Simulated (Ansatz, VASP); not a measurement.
**CoO in VASP and in Ansatz**

The input POSCAR:

```
CoO
1.0
    3.1323693509      0.0000000000      0.0000000000
   -1.5661846755      2.7127114320      0.0000000000
    0.0000000000      0.0000000000      5.1219713984
Co O
2 2
Direct
    0.3333333333      0.6666666667      0.5033624100
    0.0000000000      0.0000000000      0.0034741400
    0.3333333333      0.6666666667      0.8715556000
    0.0000000000      0.0000000000      0.3716088500
```

The input INCAR.step1:

```
SYSTEM = CoO
PREC = Accurate ; ENCUT = 520
ISMEAR = -1 ; SIGMA = 0.05
LREAL = .False. ; LASPH = .True.
NELM = 150 ; ISPIN = 2
MAGMOM = 2 2 0 0 ; LMAXMIX = 4
NBANDS = 27 ; GGA = PE
ALGO = Normal ; EDIFF = 1E-4
LWAVE = .True. ; LCHARG = .False.
```

INCAR.step2

```
SYSTEM = CoO
PREC = Accurate ; ENCUT = 520
EDIFF = 1E-7 ; ISMEAR = -1
SIGMA = 0.05 ; LREAL = .False.
LASPH = .True. ; NELM = 150
ALGO = Normal ; ISIF = 2
LWAVE = .False. ; LCHARG = .False.
ISPIN = 2 ; MAGMOM = 2 2 0 0
LORBIT = 11 ; LMAXMIX = 4
METAGGA = R2SCAN ; LMIXTAU = .True.
NBANDS = 27 ; ISTART = 1
```

File KPOINTS:

```
regular mesh
0
Gamma
  10 10 5
  0 0 0
```

input.yaml

```yaml
crystal:
  lattice:
    - [3.1323693509, 0.0, 0.0]
    - [-1.5661846755, 2.712711432, 0.0]
    - [0.0, 0.0, 5.1219713984]
  atoms:
    - { symbol: Co, position: [0.3333333333, 0.6666666667, 0.50336241], spin: 2.0 }
    - { symbol: Co, position: [0.0, 0.0, 0.00347414], spin: 2.0 }
    - { symbol: O, position: [0.3333333333, 0.6666666667, 0.8715556] }
    - { symbol: O, position: [0.0, 0.0, 0.37160885] }
hamiltonian:
  xc: r2scan
  pseudopotentials: { kind: paw }
magnetization:
  spin_polarized: true
kpoints:
  mp_grid: { grid: [10, 10, 5] }
scf:
  occupations: { method: fermi_dirac, width: 0.05 }
output:
  forces: true
  stress: true
  eigenvalues: true
  write_density: true
  write_potential: true
  elf: true
  volumetric_format: npy
```

Alike in both runs: task single point; functional r2SCAN; k mesh 10 × 10 × 5; occupations fermi-dirac, width 0.05 eV; collinear spin.

|  | VASP | Ansatz |
| --- | --- | --- |
| version | VASP 6.6.1 | Ansatz 0.2.0 |
| potentials or method | VASP PAW PBE potentials, release 64 (Co, O) | Ansatz PAW |
| plane-wave cutoff (eV) | 520 | 500 |
| valence electrons in the cell | 30 | 46 |

```csv
,VASP,Ansatz,Ansatz less VASP
gap on the k mesh at the Fermi level (eV),0.46,0.77,+0.307
least direct gap on the mesh (eV),0.46,0.87,+0.403
pressure (GPa),13.3,11.0,-2.33
"traceless stress, the component that is largest in VASP (GPa)",2.98,0.64,-2.340
net moment per atom (μB),1.50,0.00,-1.500
size of the moment on the site where the two differ most (μB),2.62,2.27,-0.345
```

The net moments are unlike, so the other rows may belong to different states. VASP's potentials were made for PBE, not for r2SCAN. Site moments also hang on the region over which each program counts them. VASP's potentials hold 30 valence electrons a cell and Ansatz's 46, so a difference there can come from the potentials and not from the codes.

Noted on Ansatz's run: the magnetic or orbital state may not be the lowest; odd divisions of the mesh miss points on the zone boundary, where band edges often lie, so the gap on the mesh can be too wide.
